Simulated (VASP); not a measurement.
# Ga4Sb3 in VASP: single point with r2SCAN

Aim: the single point of Ga4Sb3 with r2SCAN.

All numbers are computed with VASP 6.6.1; they aren't measurements. Logs are shortened: lines on timing, memory, paths and dates and some standing lists are left out, and cuts for length are marked.

### Step 1. The cell of the first run

The cell holds a slab with vacuum, 7 atoms: a = 4.321 Å, b = 4.321 Å, c = 24.167 Å, α = 90.00°, β = 90.00°, γ = 90.00°.

### Step 2. Single point, r2SCAN

Input file POSCAR:

```
Ga4Sb3
1.0
    4.3212908981      0.0000000000      0.0000000000
    0.0000000000      4.3212908981      0.0000000000
    0.0000000000      0.0000000000     24.1668422925
Ga Sb
4 3
Direct
    0.5000000000      0.5000000000      0.3103425722
    0.0000000000      0.0000000000      0.4367808574
    0.5000000000      0.5000000000      0.5632191426
    0.0000000000      0.0000000000      0.6896574278
    0.5000000000      0.0000000000      0.3735617148
    0.0000000000      0.5000000000      0.5000000000
    0.5000000000      0.0000000000      0.6264382852
```

Input file INCAR.step1:

```
SYSTEM = Ga4Sb3
PREC = Accurate
ENCUT = 520
ISMEAR = 0
SIGMA = 0.1
LREAL = .False.
LASPH = .True.
NELM = 80
LDIPOL = .True.
IDIPOL = 3
DIPOL = 0.5 0.5 0.500
NBANDS = 42
GGA = PE
ALGO = Normal
EDIFF = 1E-4
LWAVE = .True.
LCHARG = .False.
```

Input file INCAR.step2:

```
SYSTEM = Ga4Sb3
PREC = Accurate
ENCUT = 520
EDIFF = 1E-7
ISMEAR = 0
SIGMA = 0.1
LREAL = .False.
LASPH = .True.
NELM = 80
ALGO = Normal
ISIF = 2
LWAVE = .False.
LCHARG = .False.
LDIPOL = .True.
IDIPOL = 3
DIPOL = 0.5 0.5 0.500
METAGGA = R2SCAN
LMIXTAU = .True.
NBANDS = 42
ISTART = 1
```

Input file KPOINTS:

```
Automatic mesh
0
Gamma
  8 8 1
  0 0 0
```

Potentials or basis: VASP PAW PBE potentials, release 64 (Ga_d, Sb).

Run with:

```sh
> cat potpaw_PBE.64/Ga_d/POTCAR potpaw_PBE.64/Sb/POTCAR > POTCAR
> cp INCAR.step1 INCAR
> mpirun -np 1 vasp_std > vasp.out
> cp INCAR.step2 INCAR
> mpirun -np 1 vasp_std > vasp.out
```

OUTCAR:

```text
SYSTEM = Ga4Sb3
   PREC = Accurate
   ENCUT = 520
   EDIFF = 1E-7
   ISMEAR = 0
   LREAL = .False.
   LASPH = .True.
   NELM = 80
   ISIF = 2
   METAGGA = R2SCAN
   ISTART = 1

 ion  position               nearest neighbor table
   1  0.500  0.500  0.310-   5 2.65   5 2.65
   2  0.000  0.000  0.437-   6 2.65   6 2.65   5 2.65   5 2.65
   3  0.500  0.500  0.563-   6 2.65   6 2.65   7 2.65   7 2.65
   4  0.000  0.000  0.690-   7 2.65   7 2.65
   5  0.500  0.000  0.374-   1 2.65   1 2.65   2 2.65   2 2.65
   6  0.000  0.500  0.500-   2 2.65   3 2.65   2 2.65   3 2.65
   7  0.500  0.000  0.626-   4 2.65   4 2.65   3 2.65   3 2.65

  LATTYP: Found a simple tetragonal cell.
 ALAT       =     4.3212908981
 C/A-ratio  =     5.5925053097

  Lattice vectors:

 A1 = (   4.3212908981,   0.0000000000,   0.0000000000)
 A2 = (   0.0000000000,   4.3212908981,   0.0000000000)
 A3 = (   0.0000000000,   0.0000000000,  24.1668422925)

Analysis of symmetry for initial positions (statically):
=====================================================================
 Subroutine PRICEL returns:
 Original cell was already a primitive cell.

 Routine SETGRP: Setting up the symmetry group for a
 simple tetragonal supercell.

 Subroutine GETGRP returns: Found  8 space group operations
 (whereof  4 operations were pure point group operations)
 out of a pool of 16 trial point group operations.

The static configuration has the point symmetry C_2v.
 The point group associated with its full space group is D_2d.

Analysis of symmetry for dynamics (positions and initial velocities):
=====================================================================
 Subroutine PRICEL returns:
 Original cell was already a primitive cell.

 Routine SETGRP: Setting up the symmetry group for a
 simple tetragonal supercell.

 Subroutine GETGRP returns: Found  8 space group operations
 (whereof  4 operations were pure point group operations)
 out of a pool of 16 trial point group operations.

The dynamic configuration has the point symmetry C_2v.
 The point group associated with its full space group is D_2d.

 Subroutine INISYM returns: Found  8 space group operations
 (whereof  4 operations are pure point group operations),
 and found     1 'primitive' translations

----------------------------------------------------------------------------------------

                                     Primitive cell

  volume of cell :     451.2809

  direct lattice vectors                    reciprocal lattice vectors
     4.321290898  0.000000000  0.000000000     0.231412331  0.000000000  0.000000000
     0.000000000  4.321290898  0.000000000     0.000000000  0.231412331  0.000000000
     0.000000000  0.000000000 24.166842293     0.000000000  0.000000000  0.041379010

  length of vectors
     4.321290898  4.321290898 24.166842293     0.231412331  0.231412331  0.041379010

  position of ions in fractional coordinates (direct lattice)
     0.500000000  0.500000000  0.310342572
     0.000000000  0.000000000  0.436780857
     0.500000000  0.500000000  0.563219143
     0.000000000  0.000000000  0.689657428
     0.500000000  0.000000000  0.373561715
     0.000000000  0.500000000  0.500000000
     0.500000000  0.000000000  0.626438285

  ion indices of the primitive-cell ions
   primitive index   ion index
                 1           1
                 2           2
                 3           3
                 4           4
                 5           5
                 6           6
                 7           7

----------------------------------------------------------------------------------------

 KPOINTS: Automatic mesh

Automatic generation of k-mesh.
 Grid dimensions read from file:
 generate k-points for:    8    8    1

 Generating k-lattice:

  Cartesian coordinates                     Fractional coordinates (reciprocal lattice)
     0.028926541  0.000000000  0.000000000     0.125000000  0.000000000  0.000000000
     0.000000000  0.028926541  0.000000000     0.000000000  0.125000000  0.000000000
     0.000000000  0.000000000  0.041379010     0.000000000  0.000000000  1.000000000

  Length of vectors
     0.028926541  0.028926541  0.041379010

  Shift w.r.t. Gamma in fractional coordinates (k-lattice)
     0.000000000  0.000000000  0.000000000

 Subroutine IBZKPT returns following result:
 ===========================================

 Found     15 irreducible k-points:

 Following reciprocal coordinates:
            Coordinates               Weight
  0.000000  0.000000  0.000000      1.000000
  0.125000  0.000000  0.000000      4.000000
  0.250000  0.000000  0.000000      4.000000
  0.375000  0.000000  0.000000      4.000000
  0.500000  0.000000  0.000000      2.000000
  0.125000  0.125000  0.000000      4.000000
  0.250000  0.125000  0.000000      8.000000
  0.375000  0.125000  0.000000      8.000000
  0.500000  0.125000  0.000000      4.000000
  0.250000  0.250000  0.000000      4.000000
  0.375000  0.250000  0.000000      8.000000
  0.500000  0.250000  0.000000      4.000000
  0.375000  0.375000  0.000000      4.000000
  0.500000  0.375000  0.000000      4.000000
  0.500000  0.500000  0.000000      1.000000
   k-points           NKPTS =     15   k-points in BZ     NKDIM =     15   number of bands    NBANDS=     42
   number of dos      NEDOS =    301   number of ions     NIONS =      7
   total plane-waves  NPLWV = 184320
   dimension x,y,z NGX =    32 NGY =   32 NGZ =  180
   dimension x,y,z NGXF=    64 NGYF=   64 NGZF=  360
   ions per type =               4   3
   NGX,Y,Z   is equivalent  to a cutoff of  12.31, 12.31, 12.38 a.u.
   NGXF,Y,Z  is equivalent  to a cutoff of  24.62, 24.62, 24.76 a.u.
 SYSTEM =  Ga4Sb3
   PREC   = accura    normal or accurate (medium, high low for compatibility)
   ISTART =      1    job   : 0-new  1-cont  2-samecut
   ICHARG =      0    charge: 1-file 2-atom 10-const
   ISPIN  =      1    spin polarized calculation?
   LNONCOLLINEAR =      F non collinear calculations
   LSORBIT =      F    spin-orbit coupling
   LASPH  =      T    aspherical Exc in radial PAW
   ENCUT  =  520.0 eV  38.22 Ry    6.18 a.u.   8.03  8.03 44.93*2*pi/ulx,y,z
   NELM   =     80;   NELMIN=  2; NELMDL=  0     # of ELM steps
   EDIFF  = 0.1E-06   stopping-criterion for ELM
   LREAL  =      F    real-space projection
   EDIFFG = 0.1E-05   stopping-criterion for IOM
   NSW    =      0    number of steps for IOM
   IBRION =     -1    ionic relax: 0-MD 1-quasi-New 2-CG
   NFREE  =      0    steps in history (QN), initial steepest desc. (CG)
   ISIF   =      2    stress and relaxation
   ISYM   =      2    0-nonsym 1-usesym 2-fastsym
   POTIM  = 0.5000    time-step for ionic-motion
   TEBEG  =    0.0;   TEEND  =   0.0 temperature during run
   PSTRESS=    0.0 pullay stress
   NELECT =      67.0000    total number of electrons
   NUPDOWN=      -1.0000    fix difference up-down
   EMIN   =  10.00;   EMAX   =-10.00  energy-range for DOS
   EFERMI =   0.00;   METHOD = LEGACY
   ISMEAR =     0;   SIGMA  =   0.10  broadening in eV -4-tet -1-fermi 0-gaus
   EFERMI_NEDOS =   21; number of points for ismear=-14 and -15
   IALGO  =     38    algorithm
   IMIX   =      4    mixing-type and parameters
     AMIX     =   0.40;   BMIX     =  1.00
     AMIX_MAG =   1.60;   BMIX_MAG =  1.00
  volume/ion in A,a.u.               =      64.47       435.06
  Fermi-wavevector in a.u.,A,eV,Ry     =   0.866864  1.638135 10.224133  0.751453
  Thomas-Fermi vector in A             =   1.985314
   LORBIT       =      0    0 simple, 1 ext, 2 COOP (PROOUT), +10 PAW based schemes
   METAGGA = R2SCAN    functional components
   LHFCALC =     F    Hartree Fock is set to
   AEXX    =    0.0000 exact exchange contribution
   IVDW    =     0    specifies the selected vdW correction
   LEPSILON=     F    determine dielectric tensor
   LRPA    =     F    only Hartree local field effects (RPA)
 non-spin polarized calculation
 Gauss-broadening in eV      SIGMA  =   0.10
  energy-cutoff  :      520.00
  volume of cell :      451.28
 maximum number of plane-waves:     12256
   NGX = 17   NGY = 17   NGZ = 89

 number of electron      67.0000058 magnetization

 dipolmoment           0.000000      0.000000      0.000000 electrons x Angstroem

 Free energy of the ion-electron system (eV)
  ---------------------------------------------------
  ext. energy  EPLUGINS =         0.00000000
  ---------------------------------------------------
  free energy    TOTEN  =      -121.06696953 eV

  energy without entropy =     -121.04217078  energy(sigma->0) =     -121.05457016

 E-fermi :  -0.5428     XC(G=0):  -4.8159

 val. band max:       -0.5619735740   @ k =   0.3750   0.0000   0.0000
 cond. band min:      -0.5355626451   @ k =   0.5000   0.1250   0.0000
 fundamental gap:      0.0264109290
 Fermi energy:        -0.5427986302

 k-point     1 :       0.0000    0.0000    0.0000
  band No.  band energies     occupation
      1     -16.2758      2.00000
      2     -16.2511      2.00000
      3     -16.2426      2.00000
      4     -16.2426      2.00000
      5     -16.2290      2.00000
      6     -16.2290      2.00000
[... 34 lines left out ...]
     41       2.1796      0.00000
     42       2.1796      0.00000

 k-point     2 :       0.1250    0.0000    0.0000
  band No.  band energies     occupation
      1     -16.2752      2.00000
      2     -16.2518      2.00000
      3     -16.2434      2.00000
      4     -16.2420      2.00000
      5     -16.2298      2.00000
      6     -16.2294      2.00000
[... 574 lines left out ...]
     41       3.4432      0.00000
     42       4.2573      0.00000

 k-point    15 :       0.5000    0.5000    0.0000
  band No.  band energies     occupation
      1     -16.2956      2.00000
      2     -16.2663      2.00000
      3     -16.2588      2.00000
      4     -16.2266      2.00000
      5     -16.2111      2.00000
      6     -16.2111      2.00000
[... 34 lines left out ...]
     41       3.6627      0.00000
     42       4.1323      0.00000

------------------------ aborting loop because EDIFF is reached ----------------------------------------

 vacuum level on the upper side and lower side of the slab       (xc-potential included)         0.025         0.025

  FORCE on cell =-STRESS in cart. coord.  units (eV):
  Direction    XX          YY          ZZ          XY          YZ          ZX
  --------------------------------------------------------------------------------------
  -------------------------------------------------------------------------------------
  Total        2.1367062      2.1367062      3.1578642      0.0000000      0.0000000      0.0000000
  in kB        7.5859238      7.5859238     11.2113295      0.0000000      0.0000000      0.0000000
  external PRESSURE =       8.7943923 kB  Pullay stress =       0.0000000 kB

 VOLUME and BASIS-vectors are now :
 -----------------------------------------------------------------------------
  energy-cutoff  :      520.00
  volume of cell :      451.28
      direct lattice vectors                 reciprocal lattice vectors
     4.321290898  0.000000000  0.000000000     0.231412331  0.000000000  0.000000000
     0.000000000  4.321290898  0.000000000     0.000000000  0.231412331  0.000000000
     0.000000000  0.000000000 24.166842293     0.000000000  0.000000000  0.041379010

 POSITION                                       TOTAL-FORCE (eV/Angst)
 -----------------------------------------------------------------------------------
      2.16065      2.16065      7.50000         0.000000      0.000000     -0.812365
      0.00000      0.00000     10.55561         0.000000      0.000000      0.116529
      2.16065      2.16065     13.61123         0.000000      0.000000     -0.116529
      0.00000      0.00000     16.66684         0.000000      0.000000      0.812365
      2.16065      0.00000      9.02781         0.000000      0.000000      0.641148
      0.00000      2.16065     12.08342         0.000000      0.000000      0.000000
      2.16065      0.00000     15.13904         0.000000      0.000000     -0.641148
 -----------------------------------------------------------------------------------
    total drift:                                0.000000     -0.000000      0.000000

  FREE ENERGIE OF THE ION-ELECTRON SYSTEM (eV)
  ---------------------------------------------------
  free  energy   TOTEN  =      -121.0669695264 eV

  energy  without entropy=     -121.0421707849  energy(sigma->0) =     -121.05457016

 vacuum level on the upper side and lower side of the slab         4.112         4.112
```

It took 44 min on 1 thread of Oxide Virtual Turin-like, shared host; peak memory 0.61 GiB.

Results:

```
Free energy            : -121.0670 eV
Largest force          : 0.812 eV/Å
Band gap on the k mesh : zero (an odd number of electrons rules out a gap without spin polarisation)
```

Forces in eV/Å, atoms in the order of the input:
```
Ga   0.000  0.000 -0.812
Ga   0.000  0.000  0.117
Ga   0.000  0.000 -0.117
Ga   0.000  0.000  0.812
Sb   0.000  0.000  0.641
Sb   0.000  0.000  0.000
Sb   0.000  0.000 -0.641
```

Levels at points of the mesh, in eV from the Fermi level:
```
           k point  band 30  band 31  band 32  band 33  band 34  band 35  band 36  band 37  band 38  band 39
(0.00, 0.00, 0.00)    -1.82    -1.27    -0.80    -0.80     0.57     1.12     1.34     1.80     2.24     2.42
(0.50, 0.00, 0.00)    -1.45    -1.40    -1.24    -0.93    -0.21     0.35     1.60     2.17     2.53     3.06
(0.50, 0.50, 0.00)    -3.21    -3.12    -2.81    -0.59    -0.59     0.12     0.47     2.04     2.04     2.23
```

Caveat: the PAW data sets were made with another functional, which shifts forces and pressure a little; spin-orbit coupling is left out, which moves the levels of the heavy elements.

The gap in the log of VASP goes by the Fermi energy; the results here count the filled bands.